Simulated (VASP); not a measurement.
# Lu (Im-3m) in VASP: a series of runs

The runs below take Lu through single point, with PBE+D3(BJ), r2SCAN, revPBE+D3(BJ).

Program: VASP 6.6.1. These are calculated values, not measurements. Logs are shortened: lines on timing, memory, paths and dates and some standing lists are left out, and cuts for length are marked.

## 1. The cell of the first run

The structure is cubic, space group Im-3m (No. 229). The conventional cell has a = 3.908 Å, b = 3.908 Å, c = 3.908 Å, α = 90.00°, β = 90.00°, γ = 90.00°. Within 4.4 Å of Lu (site symmetry m-3m) lie 14 Lu at 3.38 to 3.91 Å.

This isn't the form of Lu at room conditions, which is hcp.

## 2. Single point, PBE+D3(BJ)

INCAR

```
SYSTEM = Lu
PREC = Accurate ; ENCUT = 520
EDIFF = 1E-6 ; ISMEAR = -5
SIGMA = 0.1 ; LREAL = .FALSE.
LASPH = .TRUE. ; NELM = 100
ALGO = Normal ; ISIF = 2
LWAVE = .FALSE. ; LCHARG = .FALSE.
GGA = PE ; IVDW = 12
NBANDS = 18
```

KPOINTS

```
regular mesh
0
G
  10 10 10
  0 0 0
```

POSCAR

```
Lu
1.0
   -1.9541071100      1.9541071100      1.9541071100
    1.9541071100     -1.9541071100      1.9541071100
    1.9541071100      1.9541071100     -1.9541071100
Lu
1
Direct
    0.0000000000      0.0000000000      0.0000000000
```

Potentials or basis: VASP PAW PBE potentials, release 64 (Lu).

Started as:

```console
$ cat potpaw_PBE.64/Lu/POTCAR > POTCAR
$ mpirun -np 1 vasp_std > vasp.out
```

OUTCAR:

```text
SYSTEM = Lu
   PREC = Accurate
   ENCUT = 520
   EDIFF = 1E-6
   ISMEAR = -5
   LREAL = .FALSE.
   LASPH = .TRUE.
   NELM = 100
   ISIF = 2
   GGA = PE
   IVDW = 12
 IVDW          = 12

 ion  position               nearest neighbor table
   1  0.000  0.000  0.000-

  LATTYP: Found a body centered cubic cell.
 ALAT       =     3.9082142200

  Lattice vectors:

 A1 = (  -1.9541071100,   1.9541071100,   1.9541071100)
 A2 = (   1.9541071100,  -1.9541071100,   1.9541071100)
 A3 = (   1.9541071100,   1.9541071100,  -1.9541071100)

Analysis of symmetry for initial positions (statically):
=====================================================================
 Subroutine PRICEL returns:
 Original cell was already a primitive cell.

 Routine SETGRP: Setting up the symmetry group for a
 body centered cubic supercell.

 Subroutine GETGRP returns: Found 48 space group operations
 (whereof 48 operations were pure point group operations)
 out of a pool of 48 trial point group operations.

The static configuration has the point symmetry O_h .

Analysis of symmetry for dynamics (positions and initial velocities):
=====================================================================
 Subroutine PRICEL returns:
 Original cell was already a primitive cell.

 Routine SETGRP: Setting up the symmetry group for a
 body centered cubic supercell.

 Subroutine GETGRP returns: Found 48 space group operations
 (whereof 48 operations were pure point group operations)
 out of a pool of 48 trial point group operations.

The dynamic configuration has the point symmetry O_h .

 Subroutine INISYM returns: Found 48 space group operations
 (whereof 48 operations are pure point group operations),
 and found     1 'primitive' translations

----------------------------------------------------------------------------------------

                                     Primitive cell

  volume of cell :      29.8473

  direct lattice vectors                    reciprocal lattice vectors
    -1.954107110  1.954107110  1.954107110     0.000000000  0.255871338  0.255871338
     1.954107110 -1.954107110  1.954107110     0.255871338  0.000000000  0.255871338
     1.954107110  1.954107110 -1.954107110     0.255871338  0.255871338  0.000000000

  length of vectors
     3.384612798  3.384612798  3.384612798     0.361856716  0.361856716  0.361856716

  position of ions in fractional coordinates (direct lattice)
     0.000000000  0.000000000  0.000000000

  ion indices of the primitive-cell ions
   primitive index   ion index
                 1           1

----------------------------------------------------------------------------------------

 KPOINTS: regular mesh

Automatic generation of k-mesh.
 Grid dimensions read from file:
 generate k-points for:   10   10   10

 Generating k-lattice:

  Cartesian coordinates                     Fractional coordinates (reciprocal lattice)
     0.000000000  0.025587134  0.025587134     0.100000000  0.000000000  0.000000000
     0.025587134  0.000000000  0.025587134     0.000000000  0.100000000  0.000000000
     0.025587134  0.025587134  0.000000000     0.000000000  0.000000000  0.100000000

  Length of vectors
     0.036185672  0.036185672  0.036185672

  Shift w.r.t. Gamma in fractional coordinates (k-lattice)
     0.000000000  0.000000000  0.000000000

 TETIRR: Found   1064 inequivalent tetrahedra from     6000

 Subroutine IBZKPT returns following result:
 ===========================================

 Found     47 irreducible k-points:

 Following reciprocal coordinates:
            Coordinates               Weight
  0.000000  0.000000  0.000000      1.000000
  0.100000  0.000000  0.000000     12.000000
  0.200000  0.000000  0.000000     12.000000
  0.300000  0.000000  0.000000     12.000000
  0.400000  0.000000  0.000000     12.000000
  0.500000  0.000000  0.000000      6.000000
[... 16 lines left out ...]
  0.300000  0.300000  0.100000      8.000000
 -0.300000  0.300000  0.100000     24.000000
 [... further k-points ...]
   k-points           NKPTS =     47   k-points in BZ     NKDIM =     47   number of bands    NBANDS=     18
   number of dos      NEDOS =    301   number of ions     NIONS =      1
   total plane-waves  NPLWV =  21952
   dimension x,y,z NGX =    28 NGY =   28 NGZ =   28
   dimension x,y,z NGXF=    56 NGYF=   56 NGZF=   56
   ions per type =               1
   NGX,Y,Z   is equivalent  to a cutoff of  13.75, 13.75, 13.75 a.u.
   NGXF,Y,Z  is equivalent  to a cutoff of  27.51, 27.51, 27.51 a.u.
 SYSTEM =  Lu
   PREC   = accura    normal or accurate (medium, high low for compatibility)
   ISTART =      0    job   : 0-new  1-cont  2-samecut
   ICHARG =      2    charge: 1-file 2-atom 10-const
   ISPIN  =      1    spin polarized calculation?
   LNONCOLLINEAR =      F non collinear calculations
   LSORBIT =      F    spin-orbit coupling
   LASPH  =      T    aspherical Exc in radial PAW
   ENCUT  =  520.0 eV  38.22 Ry    6.18 a.u.   6.29  6.29  6.29*2*pi/ulx,y,z
   NELM   =    100;   NELMIN=  2; NELMDL= -5     # of ELM steps
   EDIFF  = 0.1E-05   stopping-criterion for ELM
   LREAL  =      F    real-space projection
   EDIFFG = 0.1E-04   stopping-criterion for IOM
   NSW    =      0    number of steps for IOM
   IBRION =     -1    ionic relax: 0-MD 1-quasi-New 2-CG
   NFREE  =      0    steps in history (QN), initial steepest desc. (CG)
   ISIF   =      2    stress and relaxation
   ISYM   =      2    0-nonsym 1-usesym 2-fastsym
   POTIM  = 0.5000    time-step for ionic-motion
   TEBEG  =    0.0;   TEEND  =   0.0 temperature during run
   PSTRESS=    0.0 pullay stress
   NELECT =      25.0000    total number of electrons
   NUPDOWN=      -1.0000    fix difference up-down
   EMIN   =  10.00;   EMAX   =-10.00  energy-range for DOS
   EFERMI =   0.00;   METHOD = LEGACY
   ISMEAR =    -5;   SIGMA  =   0.10  broadening in eV -4-tet -1-fermi 0-gaus
   EFERMI_NEDOS =   21; number of points for ismear=-14 and -15
   IALGO  =     38    algorithm
   IMIX   =      4    mixing-type and parameters
     AMIX     =   0.40;   BMIX     =  1.00
     AMIX_MAG =   1.60;   BMIX_MAG =  1.00
  volume/ion in A,a.u.               =      29.85       201.42
  Fermi-wavevector in a.u.,A,eV,Ry     =   1.543191  2.916209 32.401456  2.381440
  Thomas-Fermi vector in A             =   2.648889
   LORBIT       =      0    0 simple, 1 ext, 2 COOP (PROOUT), +10 PAW based schemes
   GGA     = PE    functional components
   LHFCALC =     F    Hartree Fock is set to
   AEXX    =    0.0000 exact exchange contribution
   IVDW    =    12    specifies the selected vdW correction
   LEPSILON=     F    determine dielectric tensor
   LRPA    =     F    only Hartree local field effects (RPA)
 non-spin polarized calculation
 Fermi weights with tetrahedron method with Bloechl corrections
  energy-cutoff  :      520.00
  volume of cell :       29.85
 maximum number of plane-waves:       818
 NGX is ok and might be reduce to    28
   NGX = 13   NGY = 13   NGZ = 13

 number of electron      24.9999996 magnetization

 Free energy of the ion-electron system (eV)
  ---------------------------------------------------
  ext. energy  EPLUGINS =         0.00000000
  ---------------------------------------------------
  free energy    TOTEN  =        -4.37951148 eV

  energy without entropy =       -4.37951148  energy(sigma->0) =       -4.37951148

 E-fermi :   2.2983     XC(G=0): -10.5577

 val. band max:        2.2905464100   @ k =   0.4000   0.2000   0.0000
 cond. band min:       2.2952429591   @ k =   0.3000   0.2000   0.1000
 fundamental gap:      0.0046965492
 Fermi energy:         2.2982538341

 k-point     1 :       0.0000    0.0000    0.0000
  band No.  band energies     occupation
      1     -54.1890      2.00000
      2     -24.6201      2.00000
      3     -24.6201      2.00000
      4     -24.6201      2.00000
      5      -3.8165      2.00000
      6      -2.9355      2.00000
[... 10 lines left out ...]
     17       6.5563      0.00000
     18      13.8197      0.00000

 k-point     2 :       0.1000    0.0000    0.0000
  band No.  band energies     occupation
      1     -54.1863      2.00000
      2     -24.6656      2.00000
      3     -24.6347      2.00000
      4     -24.6201      2.00000
      5      -3.5332      2.00000
      6      -2.9332      2.00000
[... 10 lines left out ...]
     17       6.5570      0.00000
     18      14.0782      0.00000

 k-point     3 :       0.2000    0.0000    0.0000
  band No.  band energies     occupation
      1     -54.1792      2.00000
      2     -24.7826      2.00000
      3     -24.6728      2.00000
      4     -24.6203      2.00000
      5      -2.9281      2.00000
      6      -2.9175      2.00000
[... 10 lines left out ...]
     17       6.6116      0.00000
     18      14.1647      0.00000

 k-point     4 :       0.3000    0.0000    0.0000
  band No.  band energies     occupation
      1     -54.1703      2.00000
      2     -24.9231      2.00000
      3     -24.7195      2.00000
      4     -24.6206      2.00000
      5      -2.9251      2.00000
      6      -2.9022      2.00000
[... 375 lines left out ...]
      4     -24.6565      2.00000
      5      -2.9264      2.00000
      6      -2.9119      2.00000
[... 10 lines left out ...]
     17       7.1358      0.00000
     18      13.9633      0.00000

 k-point    23 :       0.3000    0.3000    0.1000
  band No.  band energies     occupation
      1     -54.1585      2.00000
      2     -24.9076      2.00000
      3     -24.9076      2.00000
      4     -24.7159      2.00000
      5      -2.9187      2.00000
      6      -2.8948      2.00000
[... 10 lines left out ...]
     17       7.2161      0.00000
     18      11.3851      0.00000

 k-point    24 :      -0.3000    0.3000    0.1000
  band No.  band energies     occupation
      1     -54.1680      2.00000
      2     -24.9168      2.00000
      3     -24.7356      2.00000
      4     -24.6551      2.00000
      5      -2.9216      2.00000
      6      -2.8992      2.00000
[... 10 lines left out ...]
     17       7.1969      0.00000
     18      12.2337      0.00000

 [... further k-points ...]

------------------------ aborting loop because EDIFF is reached ----------------------------------------

 Edisp (eV)   -0.34387

 E8    (eV) :    -0.1800

  FORCE on cell =-STRESS in cart. coord.  units (eV):
  Direction    XX          YY          ZZ          XY          YZ          ZX
  --------------------------------------------------------------------------------------
  -------------------------------------------------------------------------------------
  Total      -0.38408    -0.38408    -0.38408     0.00000    -0.00000    -0.00000
  in kB     -20.61722   -20.61722   -20.61722     0.00000    -0.00000    -0.00000
  external pressure =      -20.62 kB  Pullay stress =        0.00 kB

 VOLUME and BASIS-vectors are now :
 -----------------------------------------------------------------------------
  energy-cutoff  :      520.00
  volume of cell :       29.85
      direct lattice vectors                 reciprocal lattice vectors
    -1.954107110  1.954107110  1.954107110     0.000000000  0.255871338  0.255871338
     1.954107110 -1.954107110  1.954107110     0.255871338  0.000000000  0.255871338
     1.954107110  1.954107110 -1.954107110     0.255871338  0.255871338  0.000000000

 POSITION                                       TOTAL-FORCE (eV/Angst)
 -----------------------------------------------------------------------------------
      0.00000      0.00000      0.00000         0.000000      0.000000     -0.000000
 -----------------------------------------------------------------------------------
    total drift:                                0.000000     -0.000000     -0.000000

  FREE ENERGIE OF THE ION-ELECTRON SYSTEM (eV)
  ---------------------------------------------------
  free  energy   TOTEN  =        -4.7233835887 eV

  energy  without entropy=       -4.7233835887  energy(sigma->0) =       -4.72338359
```

Run time: 46 s. Hardware: 1 thread of Intel Xeon 8259CL, shared host; peak memory 0.19 GiB.

What came out:

```yaml
Free_energy: -4.7234 eV
Pressure: -2.1 GPa
Band_gap_on_the_k_mesh: zero (an odd number of electrons rules out a gap without spin polarisation)
Dispersion_energy_per_atom: -0.344 eV
```

Caveat: spin-orbit coupling is left out, which moves the levels of the heavy elements; tetrahedron occupations give inexact forces and stress in metals.

[end of part 1 of 2]
